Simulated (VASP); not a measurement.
Here is a VASP 6.6.1 calculation.

INCAR

```
SYSTEM = TePb
ALGO = Normal
EDIFF = 1E-6
ENCUT = 520
GGA = PE
ISIF = 2
ISMEAR = -1
LASPH = .True.
LCHARG = .False.
LREAL = .False.
LWAVE = .False.
NBANDS = 17
NELM = 100
PREC = Accurate
SIGMA = 0.1
```

The input KPOINTS:

```
k-points
0
Gamma
  11 11 11
  0 0 0
```

File POSCAR:

```
TePb
1.0
    3.2741593582      0.0000000000      0.0000000000
    0.0000000000      3.2741593582      0.0000000000
    0.0000000000      0.0000000000      3.2741593582
Pb Te
1 1
Direct
    0.0000000000      0.0000000000      0.0000000000
    0.5000000000      0.5000000000      0.5000000000
```

Potentials or basis: VASP PAW PBE potentials, release 64 (Pb_d, Te).

The run is started by

```bash
$ cat potpaw_PBE.64/Pb_d/POTCAR potpaw_PBE.64/Te/POTCAR > POTCAR
$ mpirun -np 1 vasp_std > vasp.out
```

**Question.** Predict the pressure.

**Answer.** 95.5 GPa.

**Question.** What does it give for the band gap on the k mesh?

**Answer.** Zero (band 10 reaches 17.61 eV, above the bottom of band 11 at 12.59 eV).

Caveat: spin-orbit coupling is left out, which moves the levels of the heavy elements.
